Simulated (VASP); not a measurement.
Cl:

```
Cl
1.0
     3.07265   -2.19770    0.00000
     3.07265    2.19770    0.00000
     0.00000    0.00000    8.15370
Cl
4
Direct
  0.87630 0.12370 0.10250
  0.62370 0.37630 0.60250
  0.12370 0.87630 0.89750
  0.37630 0.62370 0.39750
```

```yaml
Program: VASP 6.6.1
Task: relaxation of cell and atoms
Functional: RPBE
Potentials_or_basis: VASP PAW PBE potentials, release 64 (Cl)
Cutoff: 600 eV
k_mesh: 5 × 5 × 2
Occupations: fermi-dirac, width 0.05 eV
Spin: no spin polarisation
```

At the start: pressure 3.3 GPa; volume 27.53 Å³/atom.

Question: How do energy, volume and symmetry change on relaxing?

Answer: Over 12 steps the energy falls by 110.2 meV/atom and the volume is 47.37 Å³/atom (+72.1 %); space group Cmce (No. 64, to 0.1 Å) before and after.

The path:
| step | energy change (eV) | largest force (eV/Å) | pressure (GPa) | volume (Å³) |
| --- | --- | --- | --- | --- |
| 1 | 0.0000 | 0.2192 | 3.35 | 110.12 |
| 2 | -0.0828 | 0.9169 | 0.24 | 119.55 |
| 3 | -0.0842 | 0.8043 | 0.54 | 118.40 |
| 4 | -0.1762 | 0.6638 | 0.45 | 124.32 |
| 5 | -0.3517 | 0.1140 | 0.60 | 143.12 |
| 6 | -0.3112 | 1.7157 | 1.96 | 185.50 |
| 7 | -0.3903 | 0.7236 | 1.25 | 162.77 |
| 8 | -0.4316 | 0.1762 | 0.36 | 174.73 |
| 9 | -0.4373 | 0.1675 | -0.13 | 183.45 |
| 10 | -0.4375 | 0.1122 | -0.05 | 181.95 |
| 11 | -0.4387 | 0.0859 | -0.03 | 183.82 |
| 12 | -0.4406 | 0.0052 | 0.02 | 189.49 |

Final structure:
```
Cl
1.0
     4.00992   -2.61009    0.00000
     4.00992    2.61009    0.00000
     0.00000    0.00000    9.05266
Cl
4
Direct
  0.89445 0.10555 0.09251
  0.60555 0.39445 0.59251
  0.10555 0.89445 0.90749
  0.39445 0.60555 0.40749
```

Caveat: the volume moved by over 15 % at a fixed basis, so the end points are rough; this functional lacks dispersion, which holds the molecules together, so the pressure and a relaxed volume are unreliable; the PAW data sets were made with another functional, which shifts forces and pressure a little; this functional lacks dispersion, which binds layers or chains, so the pressure and a relaxed spacing across them are unreliable.
